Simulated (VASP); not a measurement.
Wanted: the native input for a VASP 6.6.1 run.

* Task: single point
* Functional: PBE
* Potentials or basis: VASP PAW PBE potentials, release 64 (Cs_sv, Li_sv, Cr_pv, Te, S)
* Cutoff: 520 eV
* k mesh: 4 × 4 × 4
* Occupations: fermi-dirac, width 0.05 eV
* Spin: collinear spin, ferromagnetic start
* Starting moments: [0.0, 0.0, 3.0, 3.0, 0.0, 0.0, 0.0, 0.0, 0.0] μB
* Dipole correction: no
* Further INCAR settings: ALGO = Normal; EDIFF = 1e-06; NBANDS = 47

The structure of CsLiCr2Te2S3 lies in POSCAR:

```
CsLiCr2Te2S3
1.0
    3.0139980276      1.7401312027      5.6546085672
   -3.0139980276      1.7401312027      5.6546085672
    0.0000000000     -3.4802665150      5.6546073025
Cs Li Cr Te S
1 1 2 2 3
Direct
    0.0000000000      0.0000000000      0.0000000000
    0.5000000000      0.5000000000      0.5000000000
    0.7841537050      0.7841537050      0.7841537050
    0.2158462950      0.2158462950      0.2158462950
    0.6466546564      0.6466546564      0.6466546564
    0.3533453436      0.3533453436      0.3533453436
    0.1400897658      0.8599102342      0.5000000000
    0.5000000000      0.1400897658      0.8599102342
    0.8599102342      0.5000000000      0.1400897658
```

One way to write it, as run:

INCAR

```
SYSTEM = CsLiCr2Te2S3
ALGO = Normal
EDIFF = 1E-6
ENCUT = 520
GGA = PE
ISIF = 2
ISMEAR = -1
ISPIN = 2
LASPH = .True.
LCHARG = .True.
LELF = .True.
LMAXMIX = 4
LORBIT = 11
LREAL = .False.
LVHAR = .True.
LWAVE = .False.
MAGMOM = 0 0 3 3 0 0 0 0 0
NBANDS = 47
NELM = 150
PREC = Accurate
SIGMA = 0.05
```

KPOINTS

```
k-points
0
Gamma
  4 4 4
  0 0 0
```

Potentials or basis: VASP PAW PBE potentials, release 64 (Cs_sv, Li_sv, Cr_pv, Te, S).

Command:

```sh
$ cat potpaw_PBE.64/Cs_sv/POTCAR potpaw_PBE.64/Li_sv/POTCAR potpaw_PBE.64/Cr_pv/POTCAR potpaw_PBE.64/Te/POTCAR potpaw_PBE.64/S/POTCAR > POTCAR
$ mpirun -np 1 vasp_std > vasp.out
```

It gave:

```
Largest force                                         : 0.036 eV/Å
Net moment                                            : 3.93 μB per cell
Site moments                                          : Cs -0.01; Li +0.01; Cr +1.94; Te -0.10; S -0.05 μB
Valence electrons inside the program's atomic spheres : Cs 6.65; Li 2.16; Cr 11.19; Te 3.50; S 3.82
```

Caveat: the run started ferromagnetic, and an antiferromagnetic order may lie lower in energy.

Wall time 4.9 min on 1 thread of Intel(R) Xeon(R) Platinum 8488C (Sapphire Rapids), on a shared host, peak memory 0.55 GiB.
